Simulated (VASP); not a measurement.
# W (Fm-3m) in VASP: relaxation of cell and atoms with PBE

Aim: the relaxation of cell and atoms of W with PBE.

Program: VASP 6.6.1. These are calculated values, not measurements. Logs are shortened: lines on timing, memory, paths and dates and some standing lists are left out, and cuts for length are marked.

### 1 The cell of the first run

The structure is cubic, space group Fm-3m (No. 225). The conventional cell has a = 4.012 Å, b = 4.012 Å, c = 4.012 Å, α = 90.00°, β = 90.00°, γ = 90.00°. W (site symmetry m-3m) has 12 W at 2.84 Å within 3.7 Å.

This isn't the form of W at room conditions, which is bcc.

### 2 Relaxation of cell and atoms, PBE

Contents of INCAR:

```
SYSTEM = W
ALGO = Normal
EDIFF = 1E-6
EDIFFG = -0.005
ENCUT = 600
GGA = PE
IBRION = 2
ISIF = 3
ISMEAR = -1
LASPH = .True.
LCHARG = .False.
LREAL = .False.
LWAVE = .False.
NELM = 100
NSW = 60
PREC = Accurate
SIGMA = 0.05
```

Contents of KPOINTS:

```
k-points
0
Gamma
  18 18 18
  0 0 0
```

Contents of POSCAR:

```
W
1.0
    0.0000000000      2.0060235071      2.0060235071
    2.0060235071      0.0000000000      2.0060235071
    2.0060235071      2.0060235071      0.0000000000
W
1
Direct
    0.0000000000      0.0000000000      0.0000000000
```

Potentials or basis: VASP PAW PBE potentials, release 64 (W_sv).

On the command line:

```console
$ cat potpaw_PBE.64/W_sv/POTCAR > POTCAR
$ mpirun -np 1 vasp_std > vasp.out
```

OUTCAR:

```text
SYSTEM = W
   EDIFF = 1E-6
   EDIFFG = -0.005
   ENCUT = 600
   GGA = PE
   IBRION = 2
   ISIF = 3
   ISMEAR = -1
   LASPH = .True.
   LREAL = .False.
   NELM = 100
   NSW = 60
   PREC = Accurate

 ion  position               nearest neighbor table
   1  0.000  0.000  0.000-

  LATTYP: Found a face centered cubic cell.
 ALAT       =     4.0120470142

  Lattice vectors:

 A1 = (   0.0000000000,   2.0060235071,   2.0060235071)
 A2 = (   2.0060235071,   0.0000000000,   2.0060235071)
 A3 = (   2.0060235071,   2.0060235071,   0.0000000000)

Analysis of symmetry for initial positions (statically):
=====================================================================
 Subroutine PRICEL returns:
 Original cell was already a primitive cell.

 Routine SETGRP: Setting up the symmetry group for a
 face centered cubic supercell.

 Subroutine GETGRP returns: Found 48 space group operations
 (whereof 48 operations were pure point group operations)
 out of a pool of 48 trial point group operations.

The static configuration has the point symmetry O_h .

Analysis of symmetry for dynamics (positions and initial velocities):
=====================================================================
 Subroutine PRICEL returns:
 Original cell was already a primitive cell.

 Routine SETGRP: Setting up the symmetry group for a
 face centered cubic supercell.

 Subroutine GETGRP returns: Found 48 space group operations
 (whereof 48 operations were pure point group operations)
 out of a pool of 48 trial point group operations.

The dynamic configuration has the point symmetry O_h .

 Subroutine INISYM returns: Found 48 space group operations
 (whereof 48 operations are pure point group operations),
 and found     1 'primitive' translations

----------------------------------------------------------------------------------------

                                     Primitive cell

  volume of cell :      16.1450

  direct lattice vectors                    reciprocal lattice vectors
     0.000000000  2.006023507  2.006023507    -0.249249322  0.249249322  0.249249322
     2.006023507  0.000000000  2.006023507     0.249249322 -0.249249322  0.249249322
     2.006023507  2.006023507  0.000000000     0.249249322  0.249249322 -0.249249322

  length of vectors
     2.836945650  2.836945650  2.836945650     0.431712490  0.431712490  0.431712490

  position of ions in fractional coordinates (direct lattice)
     0.000000000  0.000000000  0.000000000

  ion indices of the primitive-cell ions
   primitive index   ion index
                 1           1

----------------------------------------------------------------------------------------

 KPOINTS: k-points

Automatic generation of k-mesh.
 Grid dimensions read from file:
 generate k-points for:   18   18   18

 Generating k-lattice:

  Cartesian coordinates                     Fractional coordinates (reciprocal lattice)
    -0.013847185  0.013847185  0.013847185     0.055555556  0.000000000  0.000000000
     0.013847185 -0.013847185  0.013847185     0.000000000  0.055555556  0.000000000
     0.013847185  0.013847185 -0.013847185     0.000000000  0.000000000  0.055555556

  Length of vectors
     0.023984027  0.023984027  0.023984027

  Shift w.r.t. Gamma in fractional coordinates (k-lattice)
     0.000000000  0.000000000  0.000000000

 Subroutine IBZKPT returns following result:
 ===========================================

 Found    195 irreducible k-points:

 Following reciprocal coordinates:
            Coordinates               Weight
  0.000000  0.000000  0.000000      1.000000
  0.055556  0.000000  0.000000      8.000000
  0.111111  0.000000  0.000000      8.000000
  0.166667  0.000000  0.000000      8.000000
  0.222222  0.000000  0.000000      8.000000
  0.277778  0.000000  0.000000      8.000000
[... 16 lines left out ...]
 -0.277778  0.055556  0.000000     24.000000
 -0.222222  0.055556  0.000000     24.000000
 [... further k-points ...]
   k-points           NKPTS =    195   k-points in BZ     NKDIM =    195   number of bands    NBANDS=     11
   number of dos      NEDOS =    301   number of ions     NIONS =      1
   total plane-waves  NPLWV =  13824
   dimension x,y,z NGX =    24 NGY =   24 NGZ =   24
   dimension x,y,z NGXF=    48 NGYF=   48 NGZF=   48
   ions per type =               1
   NGX,Y,Z   is equivalent  to a cutoff of  14.06, 14.06, 14.06 a.u.
   NGXF,Y,Z  is equivalent  to a cutoff of  28.13, 28.13, 28.13 a.u.
 SYSTEM =  W
   PREC   = accura    normal or accurate (medium, high low for compatibility)
   ISTART =      0    job   : 0-new  1-cont  2-samecut
   ICHARG =      2    charge: 1-file 2-atom 10-const
   ISPIN  =      1    spin polarized calculation?
   LNONCOLLINEAR =      F non collinear calculations
   LSORBIT =      F    spin-orbit coupling
   LASPH  =      T    aspherical Exc in radial PAW
   ENCUT  =  600.0 eV  44.10 Ry    6.64 a.u.   5.67  5.67  5.67*2*pi/ulx,y,z
   NELM   =    100;   NELMIN=  2; NELMDL= -5     # of ELM steps
   EDIFF  = 0.1E-05   stopping-criterion for ELM
   LREAL  =      F    real-space projection
   EDIFFG = -.5E-02   stopping-criterion for IOM
   NSW    =     60    number of steps for IOM
   IBRION =      2    ionic relax: 0-MD 1-quasi-New 2-CG
   NFREE  =      1    steps in history (QN), initial steepest desc. (CG)
   ISIF   =      3    stress and relaxation
   ISYM   =      2    0-nonsym 1-usesym 2-fastsym
   POTIM  = 0.5000    time-step for ionic-motion
   TEBEG  =    0.0;   TEEND  =   0.0 temperature during run
   PSTRESS=    0.0 pullay stress
   NELECT =      14.0000    total number of electrons
   NUPDOWN=      -1.0000    fix difference up-down
   EMIN   =  10.00;   EMAX   =-10.00  energy-range for DOS
   EFERMI =   0.00;   METHOD = LEGACY
   ISMEAR =    -1;   SIGMA  =   0.05  broadening in eV -4-tet -1-fermi 0-gaus
   EFERMI_NEDOS =   21; number of points for ismear=-14 and -15
   IALGO  =     38    algorithm
   IMIX   =      4    mixing-type and parameters
     AMIX     =   0.40;   BMIX     =  1.00
     AMIX_MAG =   1.60;   BMIX_MAG =  1.00
  volume/ion in A,a.u.               =      16.14       108.95
  Fermi-wavevector in a.u.,A,eV,Ry     =   1.561127  2.950102 33.158985  2.437117
  Thomas-Fermi vector in A             =   2.664238
   LORBIT       =      0    0 simple, 1 ext, 2 COOP (PROOUT), +10 PAW based schemes
   GGA     = PE    functional components
   LHFCALC =     F    Hartree Fock is set to
   AEXX    =    0.0000 exact exchange contribution
   IVDW    =     0    specifies the selected vdW correction
   LEPSILON=     F    determine dielectric tensor
   LRPA    =     F    only Hartree local field effects (RPA)
 conjugate gradient relaxation of ions
 non-spin polarized calculation
  energy-cutoff  :      600.00
  volume of cell :       16.14
 maximum number of plane-waves:       556
   NGX = 11   NGY = 11   NGZ = 11

--------------------------------------- Ionic step        1  -------------------------------------------

 number of electron      14.0000001 magnetization

 Free energy of the ion-electron system (eV)
  ---------------------------------------------------
  ext. energy  EPLUGINS =         0.00000000
  ---------------------------------------------------
  free energy    TOTEN  =       -12.47105777 eV

  energy without entropy =      -12.46050573  energy(sigma->0) =      -12.46578175

------------------------ aborting loop because EDIFF is reached ----------------------------------------

  FORCE on cell =-STRESS in cart. coord.  units (eV):
  Direction    XX          YY          ZZ          XY          YZ          ZX
  --------------------------------------------------------------------------------------
  -------------------------------------------------------------------------------------
  Total        0.6226083      0.6226083      0.6226083      0.0000000      0.0000000      0.0000000
  in kB       61.7856285     61.7856285     61.7856285      0.0000000      0.0000000      0.0000000
  external PRESSURE =      61.7856285 kB  Pullay stress =       0.0000000 kB
[... 20 lines left out ...]
  energy  without entropy=      -12.4605057251  energy(sigma->0) =      -12.46578175

--------------------------------------- Ionic step        2  -------------------------------------------

 number of electron      13.9999998 magnetization

 E-fermi :   9.5335     XC(G=0): -13.0360

 val. band max:        9.5307667611   @ k =   0.2778   0.0556   0.0000
 cond. band min:       9.5459708278   @ k =  -0.1667   0.0556   0.0000
 fundamental gap:      0.0152040666
 Fermi energy:         9.5334732418

 k-point     1 :       0.0000    0.0000    0.0000
  band No.  band energies     occupation
      1     -64.2970      2.00000
      2     -28.0079      2.00000
      3     -28.0079      2.00000
      4     -28.0079      2.00000
      5       0.9130      2.00000
      6       9.0446      1.99989
      7       9.0446      1.99989
      8       9.0446      1.99989
      9      11.8587      0.00000
     10      11.8587      0.00000
     11      22.2090      0.00000
[... 389 lines left out ...]
  energy  without entropy=      -12.4666671219  energy(sigma->0) =      -12.47200480

--------------------------------------- Ionic step        4  -------------------------------------------

 number of electron      14.0000002 magnetization

 Free energy of the ion-electron system (eV)
  ---------------------------------------------------
  ext. energy  EPLUGINS =         0.00000000
  ---------------------------------------------------
  free energy    TOTEN  =       -12.47734727 eV

  energy without entropy =      -12.46667380  energy(sigma->0) =      -12.47201053

 E-fermi :  10.4253     XC(G=0): -13.4117

 val. band max:       10.4218208410   @ k =  -0.1667   0.0556   0.0000
 cond. band min:      10.4344051758   @ k =  -0.2222   0.0556   0.0000
 fundamental gap:      0.0125843348
 Fermi energy:        10.4252935095

 k-point     1 :       0.0000    0.0000    0.0000
  band No.  band energies     occupation
      1     -63.2527      2.00000
      2     -26.8888      2.00000
      3     -26.8888      2.00000
      4     -26.8888      2.00000
      5       1.4604      2.00000
      6       9.8774      1.99997
      7       9.8774      1.99997
      8       9.8774      1.99997
      9      12.9837      0.00000
     10      12.9837      0.00000
     11      23.2109      0.00000
[... 350 lines left out ...]
  FREE ENERGIE OF THE ION-ELECTRON SYSTEM (eV)
  ---------------------------------------------------
  free  energy   TOTEN  =       -12.4773472686 eV

  energy  without entropy=      -12.4666737994  energy(sigma->0) =      -12.47201053

 reached required accuracy - stopping structural energy minimisation
```

Wall time 24 s (1 thread of Intel Xeon 6975P-C (Granite Rapids), shared host); peak memory 0.17 GiB.

What came out:

```yaml
Free_energy: -12.4773 eV
Relaxed_volume: 16.48 Å³/atom
Relaxed_cell: a = 2.857 Å, b = 2.857 Å, c = 2.857 Å, α = 60.00°, β = 60.00°, γ = 60.00°
Space_group_after_relaxing_to_0.1_Å: Fm-3m (No. 225)
Energy_gained_by_relaxing: 6.3 meV/atom
Ionic_steps: 4
Pressure_after_relaxing: 0.0 GPa
Band_gap_on_the_k_mesh: zero (bands 7 and 8 overlap by 3.58 eV)
```

Step by step:
```
step  energy change (eV)  largest force (eV/Å)  pressure (GPa)  volume (Å³)
   1              0.0000                0.0000            6.18        16.15
   2              0.0591                0.0000          -16.95        17.64
   3             -0.0063                0.0000           -0.14        16.49
   4             -0.0063                0.0000           -0.04        16.48
```

Final structure:
```
W
1.0
     0.00000    2.01988    2.01988
     2.01988    0.00000    2.01988
     2.01988    2.01988    0.00000
W
1
Cartesian
  0.0000 0.0000 0.0000
```

Caveat: spin-orbit coupling is left out, which moves the levels of the heavy elements.
